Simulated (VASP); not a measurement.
# Cd (P-1) in VASP: notebook, part 2 of 2

VASP 6.6.1. Earlier steps stand in the parts before.

### Step 3. Single point, PBE

INCAR

```
SYSTEM = Cd
PREC = Accurate
ENCUT = 520
EDIFF = 1E-6
ISMEAR = 0
SIGMA = 0.15
LREAL = .FALSE.
LASPH = .TRUE.
NELM = 60
ALGO = Fast
ISIF = 2
LWAVE = .FALSE.
LCHARG = .TRUE.
GGA = PE
LELF = .TRUE.
LVHAR = .TRUE.
NBANDS = 19
```

KPOINTS

```
regular mesh
0
G
  12 10 8
  0 0 0
```

POSCAR

```
Cd
1.0
   -1.6214924377     -0.9200536552     -2.4379204376
   -1.6892823344      3.0005785386     -0.0490097412
    3.1617787464      1.9162249575     -2.4122064884
Cd
2
Direct
    0.5004337394      0.5003430629      0.4999707690
   -0.0004337394     -0.0003430629      0.0000292310
```

Potentials or basis: VASP PAW PBE potentials, release 64 (Cd).

Launch:

```bash
$ cat potpaw_PBE.64/Cd/POTCAR > POTCAR
$ mpirun -np 1 vasp_std > vasp.out
```

OUTCAR:

```text
SYSTEM = Cd
   PREC = Accurate
   ENCUT = 520
   EDIFF = 1E-6
   ISMEAR = 0
   LREAL = .FALSE.
   LASPH = .TRUE.
   NELM = 60
   ISIF = 2
   GGA = PE

 ion  position               nearest neighbor table
   1  0.500  0.500  0.500-   2 3.06   2 3.06   2 3.16   2 3.16   2 3.23   2 3.24   2 3.30   2 3.30

   2  1.000  1.000  0.000-   1 3.06   1 3.06   1 3.16   1 3.16   1 3.23   1 3.24   1 3.30   1 3.30

  LATTYP: Found a triclinic cell.
 ALAT       =     5.1854190163
 B/A-ratio  =     0.5918654388
 C/A-ratio  =     0.6641255958
 COS(alpha) =     0.0092672482
 COS(beta)  =     0.0349891737
 COS(gamma) =     0.5284598675

  Lattice vectors:

 A1 = (   1.5402863087,   0.9961713023,  -4.8501269260)
 A2 = (  -1.6214924377,  -0.9200536552,  -2.4379204376)
 A3 = (  -1.6892823344,   3.0005785386,  -0.0490097412)

Analysis of symmetry for initial positions (statically):
=====================================================================
 Subroutine PRICEL returns:
 Original cell was already a primitive cell.

 Routine SETGRP: Setting up the symmetry group for a
 triclinic supercell.

 Subroutine GETGRP returns: Found  2 space group operations
 (whereof  1 operations were pure point group operations)
 out of a pool of  2 trial point group operations.

The static configuration has the point symmetry C_1 .
 The point group associated with its full space group is S_2 .

Analysis of symmetry for dynamics (positions and initial velocities):
=====================================================================
 Subroutine PRICEL returns:
 Original cell was already a primitive cell.

 Routine SETGRP: Setting up the symmetry group for a
 triclinic supercell.

 Subroutine GETGRP returns: Found  2 space group operations
 (whereof  1 operations were pure point group operations)
 out of a pool of  2 trial point group operations.

The dynamic configuration has the point symmetry C_1 .
 The point group associated with its full space group is S_2 .

 Subroutine INISYM returns: Found  2 space group operations
 (whereof  1 operations are pure point group operations),
 and found     1 'primitive' translations

----------------------------------------------------------------------------------------

                                     Primitive cell

  volume of cell :      46.4964

  direct lattice vectors                    reciprocal lattice vectors
    -1.621492438 -0.920053655 -2.437920438    -0.153648440 -0.090971657 -0.273660043
    -1.689282334  3.000578539 -0.049009741    -0.148204193  0.249901849  0.004261365
     3.161778746  1.916224958 -2.412206488     0.158297443  0.086864055 -0.138067549

  length of vectors
     3.069070301  3.443769494  4.414465208     0.326762153  0.290574562  0.227301766

  position of ions in fractional coordinates (direct lattice)
     0.500433739  0.500343063  0.499970769
     0.999566261  0.999656937  0.000029231

  ion indices of the primitive-cell ions
   primitive index   ion index
                 1           1
                 2           2

----------------------------------------------------------------------------------------

 KPOINTS: regular mesh

Automatic generation of k-mesh.
 Grid dimensions read from file:
 generate k-points for:   12   10    8

 Generating k-lattice:

  Cartesian coordinates                     Fractional coordinates (reciprocal lattice)
    -0.012804037 -0.007580971 -0.022805004     0.083333333 -0.000000000  0.000000000
    -0.014820419  0.024990185  0.000426136     0.000000000  0.100000000  0.000000000
     0.019787180  0.010858007 -0.017258444    -0.000000000  0.000000000  0.125000000

  Length of vectors
     0.027230179  0.029057456  0.028412721

  Shift w.r.t. Gamma in fractional coordinates (k-lattice)
     0.000000000  0.000000000  0.000000000

 Subroutine IBZKPT returns following result:
 ===========================================

 Found    484 irreducible k-points:

 Following reciprocal coordinates:
            Coordinates               Weight
  0.000000  0.000000  0.000000      1.000000
  0.083333  0.000000  0.000000      2.000000
  0.166667 -0.000000  0.000000      2.000000
  0.250000 -0.000000  0.000000      2.000000
  0.333333 -0.000000  0.000000      2.000000
  0.416667 -0.000000  0.000000      2.000000
[... 16 lines left out ...]
  0.250000  0.200000  0.000000      2.000000
  0.333333  0.200000  0.000000      2.000000
 [... further k-points ...]
   k-points           NKPTS =    484   k-points in BZ     NKDIM =    484   number of bands    NBANDS=     19
   number of dos      NEDOS =    301   number of ions     NIONS =      2
   total plane-waves  NPLWV =  24192
   dimension x,y,z NGX =    24 NGY =   28 NGZ =   36
   dimension x,y,z NGXF=    48 NGYF=   56 NGZF=   72
   ions per type =               2
   NGX,Y,Z   is equivalent  to a cutoff of  13.00, 13.52, 13.56 a.u.
   NGXF,Y,Z  is equivalent  to a cutoff of  26.00, 27.03, 27.11 a.u.
 SYSTEM =  Cd
   PREC   = accura    normal or accurate (medium, high low for compatibility)
   ISTART =      0    job   : 0-new  1-cont  2-samecut
   ICHARG =      2    charge: 1-file 2-atom 10-const
   ISPIN  =      1    spin polarized calculation?
   LNONCOLLINEAR =      F non collinear calculations
   LSORBIT =      F    spin-orbit coupling
   LASPH  =      T    aspherical Exc in radial PAW
   ENCUT  =  520.0 eV  38.22 Ry    6.18 a.u.   5.71  6.40  8.21*2*pi/ulx,y,z
   NELM   =     60;   NELMIN=  2; NELMDL= -5     # of ELM steps
   EDIFF  = 0.1E-05   stopping-criterion for ELM
   LREAL  =      F    real-space projection
   EDIFFG = 0.1E-04   stopping-criterion for IOM
   NSW    =      0    number of steps for IOM
   IBRION =     -1    ionic relax: 0-MD 1-quasi-New 2-CG
   NFREE  =      0    steps in history (QN), initial steepest desc. (CG)
   ISIF   =      2    stress and relaxation
   ISYM   =      2    0-nonsym 1-usesym 2-fastsym
   POTIM  = 0.5000    time-step for ionic-motion
   TEBEG  =    0.0;   TEEND  =   0.0 temperature during run
   PSTRESS=    0.0 pullay stress
   NELECT =      24.0000    total number of electrons
   NUPDOWN=      -1.0000    fix difference up-down
   EMIN   =  10.00;   EMAX   =-10.00  energy-range for DOS
   EFERMI =   0.00;   METHOD = LEGACY
   ISMEAR =     0;   SIGMA  =   0.15  broadening in eV -4-tet -1-fermi 0-gaus
   EFERMI_NEDOS =   21; number of points for ismear=-14 and -15
   IALGO  =     68    algorithm
   IMIX   =      4    mixing-type and parameters
     AMIX     =   0.40;   BMIX     =  1.00
     AMIX_MAG =   1.60;   BMIX_MAG =  1.00
  volume/ion in A,a.u.               =      23.25       156.89
  Fermi-wavevector in a.u.,A,eV,Ry     =   1.313224  2.481633 23.464021  1.724557
  Thomas-Fermi vector in A             =   2.443562
   LORBIT       =      0    0 simple, 1 ext, 2 COOP (PROOUT), +10 PAW based schemes
   GGA     = PE    functional components
   LHFCALC =     F    Hartree Fock is set to
   AEXX    =    0.0000 exact exchange contribution
   IVDW    =     0    specifies the selected vdW correction
   LEPSILON=     F    determine dielectric tensor
   LRPA    =     F    only Hartree local field effects (RPA)
 non-spin polarized calculation
 RMM-DIIS sequential band-by-band and
 Gauss-broadening in eV      SIGMA  =   0.15
  energy-cutoff  :      520.00
  volume of cell :       46.50
 maximum number of plane-waves:      1268
   NGX = 11   NGY = 13   NGZ = 17

 number of electron      24.0000001 magnetization

 Free energy of the ion-electron system (eV)
  ---------------------------------------------------
  ext. energy  EPLUGINS =         0.00000000
  ---------------------------------------------------
  free energy    TOTEN  =        -1.48998040 eV

  energy without entropy =       -1.48282373  energy(sigma->0) =       -1.48640206

 E-fermi :   2.3764     XC(G=0): -10.6476

 val. band max:        2.3729425187   @ k =   0.5000   0.5000   0.2500
 cond. band min:       2.3835834880   @ k =  -0.0000  -0.3000   0.1250
 fundamental gap:      0.0106409694
 Fermi energy:         2.3763888565

 k-point     1 :       0.0000    0.0000    0.0000
  band No.  band energies     occupation
      1      -7.2106      2.00000
      2      -7.0583      2.00000
      3      -6.8188      2.00000
      4      -6.6955      2.00000
      5      -6.4280      2.00000
      6      -6.2106      2.00000
[... 11 lines left out ...]
     18      14.4758      0.00000
     19      15.6885      0.00000
[... 489 lines left out ...]
      3      -6.6834      2.00000
      4      -6.6759      2.00000
      5      -6.4620      2.00000
      6      -6.2406      2.00000
[... 11 lines left out ...]
     18      12.5056      0.00000
     19      13.5220      0.00000

 [... further k-points ...]

------------------------ aborting loop because EDIFF is reached ----------------------------------------

  FORCE on cell =-STRESS in cart. coord.  units (eV):
  Direction    XX          YY          ZZ          XY          YZ          ZX
  --------------------------------------------------------------------------------------
  -------------------------------------------------------------------------------------
  Total        0.0439703     -0.0086362     -0.1464324     -0.0682894      0.0398060     -0.1982275
  in kB        1.5151333     -0.2975883     -5.0457799     -2.3531204      1.3716387     -6.8305408
  external PRESSURE =      -1.2760783 kB  Pullay stress =       0.0000000 kB

 VOLUME and BASIS-vectors are now :
 -----------------------------------------------------------------------------
  energy-cutoff  :      520.00
  volume of cell :       46.50
      direct lattice vectors                 reciprocal lattice vectors
    -1.621492438 -0.920053655 -2.437920438    -0.153648440 -0.090971657 -0.273660043
    -1.689282334  3.000578539 -0.049009741    -0.148204193  0.249901849  0.004261365
     3.161778746  1.916224958 -2.412206488     0.158297443  0.086864055 -0.138067549

 POSITION                                       TOTAL-FORCE (eV/Angst)
 -----------------------------------------------------------------------------------
     -0.07587      1.99895     -2.45057         0.001916     -0.001446      0.001193
     -3.30940      2.07995     -2.48593        -0.001916      0.001446     -0.001193
 -----------------------------------------------------------------------------------
    total drift:                               -0.000000     -0.000000     -0.000000

  FREE ENERGIE OF THE ION-ELECTRON SYSTEM (eV)
  ---------------------------------------------------
  free  energy   TOTEN  =        -1.4899803955 eV

  energy  without entropy=       -1.4828237286  energy(sigma->0) =       -1.48640206
```

OSZICAR:

```text
N       E                     dE             d eps       ncg     rms          rms(c)
DAV:   1     0.176045167285E+03    0.17605E+03   -0.13181E+04 18752   0.125E+03
DAV:   2     0.258431804135E+01   -0.17346E+03   -0.16714E+03 19094   0.329E+02
DAV:   3    -0.156105134616E+01   -0.41454E+01   -0.41382E+01 20766   0.582E+01
DAV:   4    -0.156829010878E+01   -0.72388E-02   -0.72383E-02 19877   0.231E+00
DAV:   5    -0.156831333797E+01   -0.23229E-04   -0.23229E-04 20125   0.127E-01    0.369E+00
RMM:   6    -0.149162099804E+01    0.76692E-01   -0.19657E-01 18465   0.400E+00    0.306E+00
RMM:   7    -0.148915165592E+01    0.24693E-02   -0.19384E-02 19024   0.103E+00    0.155E+00
RMM:   8    -0.148988146602E+01   -0.72981E-03   -0.37673E-03 19263   0.812E-01    0.992E-02
RMM:   9    -0.148995805614E+01   -0.76590E-04   -0.31788E-04 19784   0.167E-01    0.526E-02
RMM:  10    -0.148998193815E+01   -0.23882E-04   -0.10799E-04 19591   0.130E-01    0.166E-02
RMM:  11    -0.148998044563E+01    0.14925E-05   -0.83102E-06 20084   0.265E-02    0.396E-03
RMM:  12    -0.148998039552E+01    0.50107E-07   -0.34748E-07 12683   0.737E-03
   1 F= -.14899804E+01 E0= -.14864021E+01  d E =-.715667E-02
```

stdout:

```text
POSCAR found type information on POSCAR Cd
 POSCAR found :  1 types and       2 ions
 scaLAPACK will be used
 LDA part: xc-table for (Slater+PW92), standard interpolation
 POSCAR, INCAR and KPOINTS ok, starting setup
 FFT: planning ... GRIDC
 FFT: planning ... GRID_SOFT
 FFT: planning ... GRID
 WAVECAR not read
 entering main loop
```

It took 5.8 min on 1 thread of Intel Xeon 8259CL, shared host; peak memory 0.43 GiB.

Results:

```yaml
Free_energy: -1.4900 eV
Pressure: -0.1 GPa
Band_gap_on_the_k_mesh: zero (bands 12 and 13 overlap by 3.93 eV)
```

Forces on the atoms (eV/Å):
```
Cd   0.002 -0.001  0.001
Cd  -0.002  0.001 -0.001
```

Stress tensor (GPa, compression positive):
```
 0.15 -0.24 -0.68
-0.24 -0.03  0.14
-0.68  0.14 -0.50
```

Levels at points of the mesh, in eV from the Fermi level:
```csv
k point,band 8,band 9,band 10,band 11,band 12,band 13,band 14,band 15,band 16,band 17
"(0.00, 0.00, 0.00)",-8.30,-8.29,-8.18,-8.10,-0.25,1.73,4.57,8.07,8.58,11.89
"(0.50, 0.00, 0.00)",-8.62,-8.53,-8.52,-3.44,-3.43,4.31,4.32,6.16,6.17,9.84
"(0.00, 0.50, 0.00)",-8.57,-8.51,-8.51,-4.49,-4.48,4.01,4.02,4.88,4.89,12.26
"(0.50, 0.50, 0.00)",-8.17,-8.11,-8.07,-0.82,-0.69,0.87,1.13,5.77,6.31,7.36
"(0.00, 0.00, 0.50)",-8.54,-8.44,-8.44,-6.02,-6.02,7.33,7.33,9.42,9.43,10.52
"(0.50, 0.00, 0.50)",-8.21,-8.17,-8.12,-2.03,-1.44,-1.32,-0.02,9.84,10.53,10.61
"(0.00, 0.50, 0.50)",-8.39,-8.22,-8.16,-2.40,-2.29,-2.19,-1.70,12.25,12.39,12.46
"(0.50, 0.50, 0.50)",-8.54,-8.18,-8.18,1.30,1.30,1.74,1.75,2.80,2.81,3.72
```
